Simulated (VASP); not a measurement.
Input of a VASP 6.6.1 run:

INCAR

```
ALGO = Normal
EDIFF = 1E-6
ENCUT = 520
GGA = PE
ISIF = 2
ISMEAR = 0
ISPIN = 2
LASPH = True
LCHARG = True
LELF = True
LMAXMIX = 4
LORBIT = 11
LREAL = False
LVHAR = True
LWAVE = False
MAGMOM = 1 0 0
NBANDS = 24
NELM = 150
PREC = Accurate
SIGMA = 0.1
```

KPOINTS

```
k-points
0
Gamma
  6 6 6
```

Contents of POSCAR:

```
CuCl2
1.0
    4.9581003700      0.0000000000      0.0000000000
   -2.4790501900      4.2938408800      0.0000000000
    0.0000000000      0.0000000000      2.9253867700
Cu Cl
1 2
Direct
    0.0000000000      0.0000000000      0.0000000000
    0.3333333300      0.6666666700      0.5000000000
    0.6666666700      0.3333333300      0.5000000000
```

Potentials or basis: VASP PAW PBE potentials, release 64 (Cu, Cl).

Run with:

```sh
$ cat potpaw_PBE.64/Cu/POTCAR potpaw_PBE.64/Cl/POTCAR > POTCAR
$ mpirun -np 1 vasp_std > vasp.out
```

Problem. What does it give for the site moments?

Solution. Cu -0.03; Cl -0.07 μB.

Problem. What does it give for the pressure?

Solution. -2.0 GPa.

Problem. Estimate the net moment.

Solution. -0.18 μB per cell.

Stress tensor (GPa, compression positive):
```
-1.41  0.00  0.00
 0.00 -1.41  0.00
 0.00  0.00 -3.25
```

Caveat: a moment this small can come from the mesh or the smearing.
